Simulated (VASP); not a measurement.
Here is a VASP 6.6.1 calculation.

INCAR

```
SYSTEM = Au
PREC = Accurate
ENCUT = 520
EDIFF = 1E-6
ISMEAR = 0
SIGMA = 0.15
LREAL = .False.
LASPH = .True.
NELM = 100
ALGO = Fast
ISIF = 2
LWAVE = .False.
LCHARG = .False.
GGA = PS
NBANDS = 18
```

The input KPOINTS:

```
Automatic mesh
0
Gamma
  18 18 10
  0 0 0
```

Contents of POSCAR:

```
Au
1.0
    2.8564984343      0.0000000000      0.0000000000
   -1.4282492171      2.4738002100      0.0000000000
    0.0000000000      0.0000000000      4.7336000000
Au
2
Direct
    0.3333333333      0.6666666667      0.7500000000
    0.6666666667      0.3333333333      0.2500000000
```

Potentials or basis: VASP PAW PBE potentials, release 64 (Au).

Launch:

```sh
$ cat potpaw_PBE.64/Au/POTCAR > POTCAR
$ mpirun -np 1 vasp_std > vasp.out
```

Q: Predict the band gap on the k mesh.

A: Zero (bands 11 and 12 overlap by 7.04 eV).

Q: Predict the pressure.

A: 3.0 GPa.

Stress tensor (GPa, compression positive):
```
2.74 0.00 0.00
0.00 2.74 0.00
0.00 0.00 3.58
```

Caveat: the cell differs from its parent crystal (strain -0.015 along x and y, -0.030 along z); the cell stands under pressure; the PAW data sets were made with another functional, which shifts forces and pressure a little; spin-orbit coupling is left out, which moves the levels of the heavy elements.
